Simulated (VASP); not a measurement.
A run of VASP 6.6.1 is set up as follows.

File INCAR:

```
ALGO = Normal
EDIFF = 1E-7
ENCUT = 520
GGA = PE
ISIF = 2
ISMEAR = 0
LASPH = T
LCHARG = F
LREAL = F
LWAVE = F
NBANDS = 11
NELM = 100
PREC = Accurate
SIGMA = 0.15
```

Contents of KPOINTS:

```
k-points
0
Gamma
  14 14 14
```

Contents of POSCAR:

```
Ca
1.0
    0.0000000000      2.6824320000      3.0177360000
    2.6824320000      0.0000000000      3.0177360000
    2.6824320000      2.6824320000      0.0000000000
Ca
1
Direct
    0.0000000000      0.0000000000      0.0000000000
```

Potentials or basis: VASP PAW PBE potentials, release 64 (Ca_sv).

Launch:

```bash
$ cat potpaw_PBE.64/Ca_sv/POTCAR > POTCAR
$ mpirun -np 1 vasp_std > vasp.out
```

(1) Predict the pressure.

(2) Predict the band gap on the k mesh.

Results:

(1) -0.5 GPa.

(2) zero (band 5 reaches 2.08 eV, above the bottom of band 6 at 1.69 eV).

Caveat: the cell differs from its parent crystal (strain -0.040 along x and y, +0.080 along z).
